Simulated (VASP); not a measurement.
Here is a VASP 6.6.1 calculation.

INCAR

```
PREC     = Accurate       # precision mode
ENCUT    = 520            # plane-wave cutoff, eV
EDIFF    = 1E-6           # SCF threshold, eV
ISMEAR   = 0              # smearing method
SIGMA    = 0.05           # smearing width, eV
LREAL    = False          # projectors in reciprocal space
LASPH    = True           # aspherical terms in the spheres
NELM     = 60             # most SCF steps
ALGO     = Normal         # electronic algorithm
ISIF     = 2              # what is computed and relaxed
LWAVE    = False          # write WAVECAR
LCHARG   = False          # write CHGCAR
GGA      = PE             # functional
NBANDS   = 35             # bands
```

File KPOINTS:

```
Automatic mesh
0
Gamma
  8 8 5
```

POSCAR

```
PbO2
1.0
    3.4171195438      0.0000049157      0.0104009728
   -3.4171110295      5.9205168114     -0.0407148200
    0.0161928589     -0.0272477094      5.3137948547
Pb O
2 4
Direct
    0.0274652138      0.0033124590      0.0010525000
    0.0274549944      0.5033111296      0.0011907433
    0.3607462214      0.3384900556      0.2007689933
    0.6941664402      0.1681353648      0.8014430230
    0.3608127574      0.8385609361      0.2007332127
    0.6941059844      0.6680960287      0.8015343214
```

Potentials or basis: VASP PAW PBE potentials, release 64 (Pb_d, O).

Launch:

```sh
$ cat potpaw_PBE.64/Pb_d/POTCAR potpaw_PBE.64/O/POTCAR > POTCAR
$ mpirun -np 1 vasp_std > vasp.out
```

(1) Estimate the pressure.

(2) Predict the largest force.

(3) Predict the band gap on the k mesh.

Results:

(1) 0.1 GPa.

(2) 0.030 eV/Å.

(3) 0.84 eV.

Caveat: spin-orbit coupling is left out, which moves the levels of the heavy elements; an odd mesh through Γ misses points on the zone boundary, where band edges can lie.
